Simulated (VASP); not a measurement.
The system is O.

```
O
1.0
     1.77559    0.00000    0.00000
     0.00000    1.77559    0.00000
     0.00000    0.00000    3.05305
O
1
Cartesian
  0.0000 0.0000 0.0000
```

- Program: VASP 6.6.1
- Task: relaxation of cell and atoms
- Functional: PBEsol
- Potentials or basis: VASP PAW PBE potentials, release 64 (O_h)
- Cutoff: 1340 eV
- k mesh: 12 × 12 × 7
- Occupations: methfessel-paxton, width 0.1 eV
- Spin: no spin polarisation

At the start: pressure -0.2 GPa; volume 9.63 Å³/atom.

**Question.** How do energy, volume and symmetry change on relaxing?

**Answer.** Over 13 steps the energy falls by 3.0 meV/atom and the volume is 10.40 Å³/atom (+8.0 %); space group P4/mmm (No. 123, to 0.1 Å) before and after.

Step by step:
```csv
step,energy change (eV),largest force (eV/Å),pressure (GPa),volume (Å³)
1,0.0000,0.0000,-0.16,9.63
2,-0.0004,0.0000,1.00,9.61
3,-0.0004,0.0000,1.22,9.61
4,-0.0008,0.0000,1.09,9.65
5,-0.0017,0.0000,0.84,9.79
6,-0.0027,0.0000,0.55,10.05
7,-0.0029,0.0000,0.10,10.58
8,-0.0030,0.0000,0.18,10.47
9,-0.0030,0.0000,0.19,10.43
10,-0.0029,0.0000,0.32,10.24
11,-0.0030,0.0000,0.21,10.39
12,-0.0029,0.0000,-0.61,10.42
13,-0.0030,0.0000,0.00,10.40
```

Final structure:
```
O
1.0
     1.77388    0.00000    0.00000
     0.00000    1.77388    0.00000
     0.00000    0.00000    3.30476
O
1
Direct
  0.00000 0.00000 0.00000
```

Caveat: the PAW data sets were made with another functional, which shifts forces and pressure a little.
